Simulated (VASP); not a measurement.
# Ta2Si (I4/mcm) in VASP: a series of runs, part 2 of 2

VASP 6.6.1.

## 4. Single point, PBEsol+D3(BJ)

This run uses another cell than the first one, of 16.04 Å³/atom, 1.014 times its volume.

The input, INCAR:

```
SYSTEM = Ta2Si
ALGO     = Fast           ! electronic algorithm
EDIFF    = 1E-6           ! SCF threshold, eV
ENCUT    = 520            ! plane-wave cutoff, eV
GGA      = PS             ! functional
ISIF     = 2              ! what is computed and relaxed
ISMEAR   = 0              ! smearing method
IVDW     = 12             ! dispersion correction
LASPH    = .TRUE.         ! aspherical terms in the spheres
LCHARG   = .FALSE.        ! write CHGCAR
LREAL    = .FALSE.        ! projectors in reciprocal space
LWAVE    = .FALSE.        ! write WAVECAR
NBANDS   = 35             ! bands
NELM     = 100            ! most SCF steps
PREC     = Accurate       ! precision mode
SIGMA    = 0.1            ! smearing width, eV
```

The input, KPOINTS:

```
k-points
0
G
  10 10 10
  0 0 0
```

The input, POSCAR:

```
Ta2Si
1.0
   -3.0877629443      3.0877629443      2.5236412193
    3.0877629443     -3.0877629443      2.5236412193
    3.0877629443      3.0877629443     -2.5236412193
Ta Si
4 2
Direct
    0.6635932100      0.8364067900      0.5000000000
    0.8364067900      0.3364067900      0.1728135800
    0.3364067900      0.1635932100      0.5000000000
    0.1635932100      0.6635932100      0.8271864200
    0.2500000000      0.2500000000      0.0000000000
    0.7500000000      0.7500000000      0.0000000000
```

Potentials or basis: VASP PAW PBE potentials, release 64 (Ta_pv, Si).

Started as:

```
$ cat potpaw_PBE.64/Ta_pv/POTCAR potpaw_PBE.64/Si/POTCAR > POTCAR
$ mpirun -np 1 vasp_std > vasp.out
```

OUTCAR:

```text
SYSTEM = Ta2Si
   EDIFF = 1E-6
   ENCUT = 520
   GGA = PS
   ISIF = 2
   ISMEAR = 0
   IVDW = 12
   LASPH = .TRUE.
   LREAL = .FALSE.
   NELM = 100
   PREC = Accurate
 IVDW          = 12

 ion  position               nearest neighbor table
   1  0.664  0.836  0.500-   5 2.63   5 2.63   6 2.63   6 2.63   3 2.86   3 2.94   3 2.94   2 3.23
                             4 3.23   4 3.23   2 3.23   4 3.27   2 3.27   4 3.27   2 3.27
   2  0.836  0.336  0.173-   6 2.63   5 2.63   5 2.63   6 2.63   4 2.86   4 2.94   4 2.94   1 3.23
[... 1136 lines left out ...]
  -------------------------------------------------------------------------------------
  Total      -5.80327    -5.80327    -5.15272     0.00000     0.00000     0.00000
  in kB     -96.60684   -96.60684   -85.77713     0.00000     0.00000     0.00000
  external pressure =      -93.00 kB  Pullay stress =        0.00 kB

 VOLUME and BASIS-vectors are now :
 -----------------------------------------------------------------------------
  energy-cutoff  :      520.00
  volume of cell :       96.24
      direct lattice vectors                 reciprocal lattice vectors
    -3.087762944  3.087762944  2.523641219     0.000000000  0.161929529  0.198126420
     3.087762944 -3.087762944  2.523641219     0.161929529  0.000000000  0.198126420
     3.087762944  3.087762944 -2.523641219     0.161929529  0.161929529  0.000000000

 POSITION                                       TOTAL-FORCE (eV/Angst)
 -----------------------------------------------------------------------------------
      2.07749      1.01027      2.52364         0.047814     -0.047814      0.000000
     -1.01027      2.07749      2.52364         0.047814      0.047814      0.000000
      1.01027      2.07749      0.00000        -0.047814      0.047814     -0.000000
      4.09804      1.01027      0.00000        -0.047814     -0.047814     -0.000000
      0.00000      0.00000      1.26182         0.000000      0.000000      0.000000
      0.00000      0.00000      3.78546         0.000000     -0.000000      0.000000
 -----------------------------------------------------------------------------------
    total drift:                               -0.000000     -0.000000     -0.000000

  FREE ENERGIE OF THE ION-ELECTRON SYSTEM (eV)
  ---------------------------------------------------
  free  energy   TOTEN  =       -69.1372742518 eV

  energy  without entropy=      -69.1215204042  energy(sigma->0) =      -69.12939733
```

OSZICAR:

```text
N       E                     dE             d eps       ncg     rms          rms(c)
DAV:   1     0.449072195145E+03    0.44907E+03   -0.27800E+04  7140   0.150E+03
DAV:   2    -0.479186389244E+02   -0.49699E+03   -0.48472E+03  7803   0.427E+02
DAV:   3    -0.684703200342E+02   -0.20552E+02   -0.19972E+02  9079   0.771E+01
DAV:   4    -0.689043556022E+02   -0.43404E+00   -0.43079E+00  8848   0.106E+01
DAV:   5    -0.689120329386E+02   -0.76773E-02   -0.76642E-02  8846   0.135E+00    0.314E+01
RMM:   6    -0.656843718894E+02    0.32277E+01   -0.66165E+00  7744   0.113E+01    0.142E+01
RMM:   7    -0.653460075512E+02    0.33836E+00   -0.47053E+00  8268   0.845E+00    0.190E+00
RMM:   8    -0.653009813783E+02    0.45026E-01   -0.35753E-01  8607   0.270E+00    0.161E+00
RMM:   9    -0.653057840504E+02   -0.48027E-02   -0.88335E-02  9284   0.114E+00    0.647E-01
RMM:  10    -0.653056414395E+02    0.14261E-03   -0.20938E-02  8919   0.557E-01    0.241E-01
RMM:  11    -0.653054551923E+02    0.18625E-03   -0.52450E-03  8941   0.323E-01    0.244E-01
RMM:  12    -0.653053149175E+02    0.14027E-03   -0.15159E-03  9094   0.159E-01    0.625E-02
RMM:  13    -0.653053488482E+02   -0.33931E-04   -0.39624E-04  9930   0.778E-02    0.266E-02
RMM:  14    -0.653053537304E+02   -0.48822E-05   -0.59901E-05  9992   0.335E-02    0.243E-02
RMM:  15    -0.653053528438E+02    0.88659E-06   -0.93820E-06  7688   0.143E-02
   1 F= -.69137274E+02 E0= -.69129397E+02  d E =-.157538E-01
```

stdout:

```text
POSCAR found type information on POSCAR TaSi
 POSCAR found :  2 types and       6 ions
 scaLAPACK will be used
 -----------------------------------------------------------------------------
|                                                                             |
|                                                                             |
|     You enforced a specific xc type in the INCAR file but a different       |
|     I HOPE YOU KNOW WHAT YOU ARE DOING!                                     |
|                                                                             |
 -----------------------------------------------------------------------------

 LDA part: xc-table for (Slater+PW92), standard interpolation
 POSCAR, INCAR and KPOINTS ok, starting setup
 FFT: planning ... GRIDC
 FFT: planning ... GRID_SOFT
 FFT: planning ... GRID
 WAVECAR not read
 entering main loop
```

Run time: 4.5 min. Hardware: 1 thread of Intel Xeon 6975P-C (Granite Rapids), shared host; peak memory 0.42 GiB.

Results:

```yaml
Free_energy: -69.1373 eV
Pressure: -9.3 GPa
Largest_force: 0.068 eV/Å
Band_gap_on_the_k_mesh: zero (band 26 reaches 7.78 eV, above the bottom of band 27 at 7.01 eV)
Dispersion_energy_per_atom: -0.639 eV
```

Forces on the atoms (eV/Å):
```
Ta   0.048 -0.048  0.000
Ta   0.048  0.048  0.000
Ta  -0.048  0.048  0.000
Ta  -0.048 -0.048  0.000
Si   0.000  0.000  0.000
Si   0.000  0.000  0.000
```

Stress tensor (GPa, compression positive):
```
-9.66  0.00  0.00
 0.00 -9.66  0.00
 0.00  0.00 -8.58
```

Caveat: three body term missing; the PAW data sets were made with another functional, which shifts forces and pressure a little; spin-orbit coupling is left out, which moves the levels of the heavy elements; pairwise dispersion overbinds metals, which lowers pressure and volume.

## 5. Single point, PBEsol+D3(BJ)

This run uses another cell than the first one, of 15.36 Å³/atom, 0.971 times its volume.

The input, INCAR:

```
PREC = Accurate
ENCUT = 520
EDIFF = 1E-7
ISMEAR = 0
SIGMA = 0.1
LREAL = False
LASPH = True
NELM = 80
ALGO = Fast
ISIF = 2
LWAVE = False
LCHARG = False
GGA = PS
IVDW = 12
NBANDS = 35
```

The input, KPOINTS:

```
regular mesh
0
Gamma
  10 10 10
```

The input, POSCAR:

```
Ta2Si
1.0
   -3.0397410514      3.0397410514      2.4939340551
    3.0397410514     -3.0397410514      2.4939340551
    3.0397410514      3.0397410514     -2.4939340551
Ta Si
4 2
Direct
    0.6627610584      0.8372389416      0.5000000000
    0.8372389416      0.3372389416      0.1744778831
    0.3372389416      0.1627610584      0.5000000000
    0.1627610584      0.6627610584      0.8255221169
    0.2500000000      0.2500000000      0.0000000000
    0.7500000000      0.7500000000      0.0000000000
```

Started as:

```
$ cat potpaw_PBE.64/Ta_pv/POTCAR potpaw_PBE.64/Si/POTCAR > POTCAR
$ mpirun -np 1 vasp_std > vasp.out
```

It took 4.7 min on 1 thread of Intel Xeon 6975P-C (Granite Rapids), shared host; peak memory 0.43 GiB.

The run converged. Its results:

* Free energy: -69.2564 eV
* Pressure: 0.3 GPa
* Largest force: 0.010 eV/Å
* Band gap on the k mesh: zero (band 26 reaches 8.20 eV, above the bottom of band 27 at 7.39 eV)
* Dispersion energy per atom: -0.667 eV

Forces in eV/Å, atoms in the order of the input:
```
Ta   0.007 -0.007  0.000
Ta   0.007  0.007  0.000
Ta  -0.007  0.007  0.000
Ta  -0.007 -0.007  0.000
Si   0.000  0.000  0.000
Si   0.000  0.000  0.000
```

Levels at points of the mesh, in eV from the Fermi level:
```
           k point  band 22  band 23  band 24  band 25  band 26  band 27  band 28  band 29  band 30  band 31
(0.00, 0.00, 0.00)    -2.58    -2.58    -2.06     0.20     0.21     0.94     1.36     1.36     1.64     1.64
(0.50, 0.00, 0.00)    -2.12    -2.07    -2.07    -1.04    -1.04     0.69     0.69     1.97     1.97     2.91
(0.50, 0.50, 0.00)    -2.27    -1.98    -1.46    -0.24     0.02     0.07     0.66     1.40     1.87     3.34
(0.50, 0.50, 0.50)    -1.55    -1.11    -1.09    -1.05    -1.05    -0.27     0.18     0.71     0.71     2.83
```

Caveat: the PAW data sets were made with another functional, which shifts forces and pressure a little; spin-orbit coupling is left out, which moves the levels of the heavy elements; pairwise dispersion overbinds metals, which lowers pressure and volume.

## 6. Single point, PBEsol+D3(BJ)

This run uses another cell than the first one, of 15.45 Å³/atom, 0.977 times its volume.

The input, INCAR:

```
ALGO     = Fast           # electronic algorithm
EDIFF    = 1E-6           # SCF threshold, eV
ENCUT    = 520            # plane-wave cutoff, eV
GGA      = PS             # functional
ISIF     = 2              # what is computed and relaxed
ISMEAR   = 0              # smearing method
IVDW     = 12             # dispersion correction
LASPH    = True           # aspherical terms in the spheres
LCHARG   = False          # write CHGCAR
LREAL    = False          # projectors in reciprocal space
LWAVE    = False          # write WAVECAR
NBANDS   = 35             # bands
NELM     = 80             # most SCF steps
PREC     = Accurate       # precision mode
SIGMA    = 0.1            # smearing width, eV
```

The input, KPOINTS:

```
k-points
0
Gamma
  10 10 10
```

The input, POSCAR:

```
Ta2Si
1.0
   -3.0451501456      3.0451501456      2.4988039948
    3.0451501456     -3.0451501456      2.4988039948
    3.0451501456      3.0451501456     -2.4988039948
Ta Si
4 2
Direct
    0.6628166430      0.8371833570      0.5000000000
    0.8371833570      0.3371833570      0.1743667141
    0.3371833570      0.1628166430      0.5000000000
    0.1628166430      0.6628166430      0.8256332859
    0.2500000000      0.2500000000      0.0000000000
    0.7500000000      0.7500000000      0.0000000000
```

Potentials or basis: VASP PAW PBE potentials, release 64 (Ta_pv, Si).

Started as:

```
$ cat potpaw_PBE.64/Ta_pv/POTCAR potpaw_PBE.64/Si/POTCAR > POTCAR
$ mpirun -np 1 vasp_std > vasp.out
```

OUTCAR:

```text
EDIFF = 1E-6
   ENCUT = 520
   GGA = PS
   ISIF = 2
   ISMEAR = 0
   IVDW = 12
   LASPH = True
   LREAL = False
   NELM = 80
   PREC = Accurate
 IVDW          = 12

 ion  position               nearest neighbor table
   1  0.663  0.837  0.500-   5 2.60   6 2.60   6 2.60   5 2.60   3 2.80   3 2.92   3 2.92   2 3.19
                             4 3.19   4 3.19   2 3.19   4 3.23   2 3.23   4 3.23   2 3.23
   2  0.837  0.337  0.174-   6 2.60   5 2.60   5 2.60   6 2.60   4 2.80   4 2.92   4 2.92   1 3.19
[... 1136 lines left out ...]
  -------------------------------------------------------------------------------------
  Total      -0.55630    -0.55630    -0.58422     0.00000     0.00000     0.00000
  in kB      -9.61629    -9.61629   -10.09890     0.00000     0.00000     0.00000
  external pressure =       -9.78 kB  Pullay stress =        0.00 kB

 VOLUME and BASIS-vectors are now :
 -----------------------------------------------------------------------------
  energy-cutoff  :      520.00
  volume of cell :       92.69
      direct lattice vectors                 reciprocal lattice vectors
    -3.045150146  3.045150146  2.498803995     0.000000000  0.164195516  0.200095726
     3.045150146 -3.045150146  2.498803995     0.164195516  0.000000000  0.200095726
     3.045150146  3.045150146 -2.498803995     0.164195516  0.164195516  0.000000000

 POSITION                                       TOTAL-FORCE (eV/Angst)
 -----------------------------------------------------------------------------------
      2.05355      0.99160      2.49880         0.006360     -0.006360      0.000000
     -0.99160      2.05355      2.49880         0.006360      0.006360      0.000000
      0.99160      2.05355      0.00000        -0.006360      0.006360     -0.000000
      4.03675      0.99160      0.00000        -0.006360     -0.006360     -0.000000
      0.00000      0.00000      1.24940        -0.000000      0.000000      0.000000
      0.00000      0.00000      3.74821         0.000000      0.000000      0.000000
 -----------------------------------------------------------------------------------
    total drift:                               -0.000000     -0.000000      0.000000

  FREE ENERGIE OF THE ION-ELECTRON SYSTEM (eV)
  ---------------------------------------------------
  free  energy   TOTEN  =       -69.2555000264 eV

  energy  without entropy=      -69.2397788712  energy(sigma->0) =      -69.24763945
```

OSZICAR:

```text
N       E                     dE             d eps       ncg     rms          rms(c)
DAV:   1     0.451148189327E+03    0.45115E+03   -0.27907E+04  7140   0.150E+03
DAV:   2    -0.486734907387E+02   -0.49982E+03   -0.48717E+03  7881   0.431E+02
DAV:   3    -0.683859299090E+02   -0.19712E+02   -0.19213E+02  9007   0.773E+01
DAV:   4    -0.687631985354E+02   -0.37727E+00   -0.37471E+00  8856   0.102E+01
DAV:   5    -0.687695945004E+02   -0.63960E-02   -0.63857E-02  8773   0.127E+00    0.336E+01
RMM:   6    -0.656604310675E+02    0.31092E+01   -0.63107E+00  7745   0.111E+01    0.155E+01
RMM:   7    -0.653165253262E+02    0.34391E+00   -0.44243E+00  8267   0.830E+00    0.203E+00
RMM:   8    -0.652714028687E+02    0.45122E-01   -0.33150E-01  8599   0.264E+00    0.164E+00
RMM:   9    -0.652755135247E+02   -0.41107E-02   -0.75886E-02  9287   0.108E+00    0.668E-01
RMM:  10    -0.652752314754E+02    0.28205E-03   -0.17961E-02  8836   0.543E-01    0.265E-01
RMM:  11    -0.652750754684E+02    0.15601E-03   -0.46162E-03  8868   0.308E-01    0.269E-01
RMM:  12    -0.652749275970E+02    0.14787E-03   -0.13505E-03  8931   0.162E-01    0.624E-02
RMM:  13    -0.652749606962E+02   -0.33099E-04   -0.36839E-04  9928   0.755E-02    0.256E-02
RMM:  14    -0.652749649809E+02   -0.42847E-05   -0.49966E-05  9749   0.322E-02    0.286E-02
RMM:  15    -0.652749635643E+02    0.14166E-05   -0.10968E-05  7586   0.160E-02    0.455E-03
RMM:  16    -0.652749640428E+02   -0.47857E-06   -0.27232E-06  6496   0.817E-03
   1 F= -.69255500E+02 E0= -.69247639E+02  d E =-.157212E-01
```

Run time: 4.2 min. Hardware: 1 thread of Intel Xeon 6975P-C (Granite Rapids), shared host; peak memory 0.43 GiB.

What came out:

| Quantity | Value |
| --- | --- |
| Free energy | -69.2555 eV |
| Pressure | -1.0 GPa |
| Largest force | 0.009 eV/Å |
| Band gap on the k mesh | zero (band 26 reaches 8.14 eV, above the bottom of band 27 at 7.34 eV) |
| Dispersion energy per atom | -0.663 eV |

Forces in eV/Å, atoms in the order of the input:
```
Ta   0.006 -0.006  0.000
Ta   0.006  0.006  0.000
Ta  -0.006  0.006  0.000
Ta  -0.006 -0.006  0.000
Si   0.000  0.000  0.000
Si   0.000  0.000  0.000
```

Caveat: three body term missing; the PAW data sets were made with another functional, which shifts forces and pressure a little; spin-orbit coupling is left out, which moves the levels of the heavy elements; pairwise dispersion overbinds metals, which lowers pressure and volume.

## 7. The runs side by side

| level | cell | further INCAR settings | gap on the mesh (eV) | pressure (GPa) | largest force (eV/Å) |
| --- | --- | --- | --- | --- | --- |
| PBEsol | a = 5.018 Å, angles 104.6, 104.6, 119.7°, 6 atoms | ALGO = Fast; EDIFF = 1e-07; NBANDS = 35 | none | 0.3 | 0.01 |
| PBEsol | a = 5.044 Å, angles 104.5, 104.5, 120.0°, 6 atoms | ALGO = Fast; EDIFF = 1e-06; NBANDS = 35 | none | -2.9 | 0.07 |
| PBEsol+D3(BJ) | a = 5.044 Å, angles 104.5, 104.5, 120.0°, 6 atoms | ALGO = Fast; EDIFF = 1e-06; NBANDS = 35 | none | -9.3 | 0.07 |
| PBEsol+D3(BJ) | a = 4.970 Å, angles 104.6, 104.6, 119.8°, 6 atoms | ALGO = Fast; EDIFF = 1e-07; NBANDS = 35 | none | 0.3 | 0.01 |
| PBEsol+D3(BJ) | a = 4.979 Å, angles 104.6, 104.6, 119.8°, 6 atoms | ALGO = Fast; EDIFF = 1e-06; NBANDS = 35 | none | -1.0 | 0.01 |

Alike in all rows: task single point; potentials or basis VASP PAW PBE potentials, release 64 (Ta_pv, Si); no spin polarisation; k mesh 10 × 10 × 10; cutoff (eV) 520; smearing gaussian 0.1 eV.

Caveats: the PAW data sets were made with another functional, which shifts forces and pressure a little; spin-orbit coupling is left out, which moves the levels of the heavy elements; pairwise dispersion overbinds metals, which lowers pressure and volume (some runs); three body term missing (some runs).

Total energies depend on the potentials used, so only differences within one code and one set of settings carry meaning.
